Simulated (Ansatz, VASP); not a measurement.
**Two plane-wave programs on W**

INCAR

```
SYSTEM = W
ALGO = Fast
EDIFF = 1E-7
ENCUT = 520
GGA = PS
ISIF = 2
ISMEAR = 0
LASPH = .True.
LCHARG = .False.
LREAL = .False.
LWAVE = .False.
NBANDS = 51
NELM = 80
PREC = Accurate
SIGMA = 0.15
```

Contents of KPOINTS:

```
k-points
0
Gamma
  16 16 4
  0 0 0
```

The input POSCAR:

```
W
1.0
   -2.0300000000     -2.0300000000      0.0000000000
    2.0300000000     -2.0300000000      0.0000000000
   -0.3381980000      0.0000000000     12.1800000000
W
6
Direct
   -0.0763569450      0.0763569450      0.9166500000
    0.4930597217      0.5069402783      0.0833166667
   -0.0208236117      0.0208236117      0.2499833333
    0.4652930550      0.5347069450      0.4166500000
   -0.0485902783      0.0485902783      0.5833166667
    0.4375263883      0.5624736117      0.7499833333
```

Input for Ansatz:

```yaml
crystal:
  lattice:
    - [-2.03, -2.03, 0.0]
    - [2.03, -2.03, 0.0]
    - [-0.338198, 0.0, 12.18]
  atoms:
    - { symbol: W, position: [-0.076356945, 0.076356945, 0.91665] }
    - { symbol: W, position: [0.4930597217, 0.5069402783, 0.0833166667] }
    - { symbol: W, position: [-0.0208236117, 0.0208236117, 0.2499833333] }
    - { symbol: W, position: [0.465293055, 0.534706945, 0.41665] }
    - { symbol: W, position: [-0.0485902783, 0.0485902783, 0.5833166667] }
    - { symbol: W, position: [0.4375263883, 0.5624736117, 0.7499833333] }
basis:
  ecutwfc: 420
kpoints:
  mp_grid: { grid: [16, 16, 4] }
hamiltonian:
  xc: pbesol
scf:
  occupations: { method: gaussian, width: 0.15 }
output:
  forces: true
  stress: true
  eigenvalues: true
```

Alike in both runs: task single point; functional PBEsol; k mesh 16 × 16 × 4; occupations gaussian, width 0.15 eV; no spin polarisation.

|  | VASP | Ansatz |
| --- | --- | --- |
| version | VASP 6.6.1 | Ansatz 0.2.0 |
| potentials or method | VASP PAW PBE potentials, release 64 (W_sv), cutoff 520 eV | scalar-relativistic, plane waves, PAW |
| valence electrons in the cell | 84 | 84 |

|  | VASP | Ansatz | Ansatz less VASP |
| --- | --- | --- | --- |
| gap on the k mesh at the Fermi level (eV) | none | none | - |
| pressure (GPa) | -11.4 | -11.9 | -0.48 |
| traceless stress, the component that is largest in VASP (GPa) | -1.53 | -1.54 | -0.015 |
| rms of the force components (eV/Å) | 0.207 | 0.205 | -0.0023 |

VASP's potentials were made for PBE, not for PBEsol. Atom by atom the forces differ by 0.003 eV/Å (rms over components). A gap of «none» marks a metal or a gap that the smearing closes.

Spin-orbit coupling is off throughout.
